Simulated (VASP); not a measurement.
Here is a VASP 6.6.1 calculation.

The input INCAR:

```
ALGO     = Normal         # electronic algorithm
EDIFF    = 1E-7           # SCF threshold, eV
ENCUT    = 520            # plane-wave cutoff, eV
GGA      = PS             # functional
ISIF     = 2              # what is computed and relaxed
ISMEAR   = 0              # smearing method
LASPH    = True           # aspherical terms in the spheres
LCHARG   = False          # write CHGCAR
LREAL    = False          # projectors in reciprocal space
LWAVE    = False          # write WAVECAR
NBANDS   = 14             # bands
NELM     = 60             # most SCF steps
PREC     = Accurate       # precision mode
SIGMA    = 0.05           # smearing width, eV
```

KPOINTS

```
k-points
0
Gamma
  6 6 6
```

POSCAR

```
NaCl
1.0
    3.7823652000      0.0000000000      0.0000000000
    0.0000000000      3.7823652000      0.0000000000
    0.0000000000      0.0000000000      3.3621024000
Na Cl
1 1
Direct
    0.0000000000      0.0000000000      0.0000000000
    0.5000000000      0.5000000000      0.5000000000
```

Potentials or basis: VASP PAW PBE potentials, release 64 (Na_pv, Cl).

Run with:

```console
$ cat potpaw_PBE.64/Na_pv/POTCAR potpaw_PBE.64/Cl/POTCAR > POTCAR
$ mpirun -np 1 vasp_std > vasp.out
```

(1) Predict the pressure.

(2) What does it give for the band gap on the k mesh?

## Answers

(1) -2.9 GPa.

(2) 2.88 eV (least direct gap 3.14 eV).

Caveat: the cell differs from its parent crystal (strain +0.080 along x and y, -0.040 along z); the PAW data sets were made with another functional, which shifts forces and pressure a little.
